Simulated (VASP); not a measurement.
## GeMo (CsCl type): single point with PBE

GeMo (CsCl type):

```xyz
2
Lattice="2.6333 0.0000 0.0000 0.0000 2.6333 0.0000 0.0000 0.0000 2.6333" Properties=species:S:1:pos:R:3 pbc="T T T"
Mo    0.0000    0.0000    0.0000
Ge    1.3167    1.3167    1.3167
```

```yaml
Program: VASP 6.6.1
Task: single point
Functional: PBE
Potentials_or_basis: VASP PAW PBE potentials, release 64 (Mo_sv, Ge_d)
Cutoff: 500 eV
k_mesh: 15 × 15 × 15
Occupations: fermi-dirac, width 0.1 eV
Spin: no spin polarisation
Dipole_correction: no
Further_INCAR_settings: ALGO = Normal; EDIFF = 1e-06; NBANDS = 21
```

```yaml
Pressure: 303.9 GPa
Band_gap_on_the_k_mesh: zero (bands 14 and 15 overlap by 6.87 eV)
```

Levels at points of the mesh, in eV from the Fermi level:
```
           k point  band 11  band 12  band 13  band 14  band 15  band 16  band 17  band 18
(0.00, 0.00, 0.00)    -6.17    -6.17     2.26     2.26     2.26     4.38     4.38     4.38
```

Run time: 55 s on 1 thread of Intel Xeon 8259CL, with other jobs on the host, peak memory 0.16 GiB.

Caveat: the cell stands under pressure.
